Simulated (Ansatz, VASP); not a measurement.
**Sb2Te4O: VASP beside Ansatz**

```
CELL_PARAMETERS angstrom
4.16966 0.00000 0.00000
-2.08483 3.61103 0.00000
0.00000 0.00000 14.01814
ATOMIC_POSITIONS crystal
Sb 0.66667 0.33333 0.64900
Sb 0.66667 0.33333 0.35100
Te 0.00000 0.00000 0.00000
Te 0.00000 0.00000 0.21851
Te 0.00000 0.00000 0.78149
Te 0.00000 0.00000 0.50000
O 0.66667 0.33333 0.00000
```

Alike in both runs: functional PBE; k mesh 3 × 3 × 1; occupations gaussian, width 0.15 eV; no spin polarisation.

Ansatz relaxed the structure, and its values are those at the end. VASP's run is a single point on that final structure, the one shown.

|  | VASP | Ansatz |
| --- | --- | --- |
| version | VASP 6.6.1 | Ansatz 0.2.0 |
| potentials or method | VASP PAW PBE potentials, release 64 (Sb, Te, O), cutoff 600 eV | scalar-relativistic, plane waves, PAW |
| valence electrons in the cell | 40 | 100 |

```tsv
	VASP	Ansatz	Ansatz less VASP
gap on the k mesh at the Fermi level (eV)	none	none	-
pressure (GPa)	-0.1	0.0	+0.11
rms of the force components (eV/Å)	0.020	0.022	+0.0030
```

A gap of «none» marks a metal or a gap that the smearing closes. VASP's potentials hold 40 valence electrons a cell and Ansatz's 100, so a difference there can come from the potentials and not from the codes.

The k mesh is coarse, so the values compare programs but aren't converged. Neither program's run includes spin-orbit coupling.
